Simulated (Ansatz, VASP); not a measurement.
# Two plane-wave programs on B3As

INCAR

```
SYSTEM = B3As
PREC = Accurate
ENCUT = 600
EDIFF = 1E-6
ISMEAR = 0
SIGMA = 0.1
LREAL = .False.
LASPH = .True.
NELM = 60
ALGO = Normal
ISIF = 3
LWAVE = .False.
LCHARG = .False.
GGA = PE
IBRION = 2
NSW = 100
EDIFFG = -0.01
```

File KPOINTS:

```
Automatic mesh
0
Gamma
  12 12 14
  0 0 0
```

POSCAR

```
B3As
1.0
    4.2744648552      0.0000000000      0.0000000000
   -2.1372324276      3.7017951522      0.0000000000
    0.0000000000      0.0000000000      3.1204898373
B As
3 1
Direct
    0.1310152674      0.8689847326      0.5000000000
    0.1310152674      0.2620305348      0.5000000000
    0.7379694652      0.8689847326      0.5000000000
    0.3333333333      0.6666666667      0.0000000000
```

Input for Ansatz:

```yaml
crystal:
  lattice:
    - [4.2744648552, 0.0, 0.0]
    - [-2.1372324276, 3.7017951522, 0.0]
    - [0.0, 0.0, 3.1204898373]
  atoms:
    - { symbol: B, position: [0.1310152674, 0.8689847326, 0.5] }
    - { symbol: B, position: [0.1310152674, 0.2620305348, 0.5] }
    - { symbol: B, position: [0.7379694652, 0.8689847326, 0.5] }
    - { symbol: As, position: [0.3333333333, 0.6666666667, 0.0] }
basis:
  ecutwfc: 420
kpoints:
  mp_grid: { grid: [12, 12, 14] }
hamiltonian:
  xc: pbe
scf:
  occupations: { method: gaussian, width: 0.1 }
output:
  forces: true
  stress: true
  eigenvalues: true
relax:
  adjacent_minimum: "off"
  f_tol: 0.01
  max_steps: 80
  cell: { stress_tol: 0.05 }
```

Alike in both runs: task relaxation of cell and atoms; functional PBE; k mesh 12 × 12 × 14; occupations gaussian, width 0.1 eV; no spin polarisation.

|  | VASP | Ansatz |
| --- | --- | --- |
| version | VASP 6.6.1 | Ansatz 0.2.0 |
| potentials or method | VASP PAW PBE potentials, release 64 (B, As), cutoff 600 eV | scalar-relativistic, plane waves, PAW |
| valence electrons in the cell | 14 | 24 |

Ansatz gave:

```
gap on the k mesh at the Fermi level, each at its own relaxed structure (eV) : none
relaxed volume (Å³/atom)                                                     : 12.32
relaxed length of the cell vector where the two differ most in proportion (Å)              : 3.132
```

Q: Which values does VASP return?

A: gap on the k mesh at the Fermi level, each at its own relaxed structure (eV): none; relaxed volume (Å³/atom): 12.36; relaxed length of the cell vector where the two differ most in proportion (Å): 3.136.

A gap of «none» marks a metal or a gap that the smearing closes. VASP's potentials hold 14 valence electrons a cell and Ansatz's 24, so a difference there can come from the potentials and not from the codes.
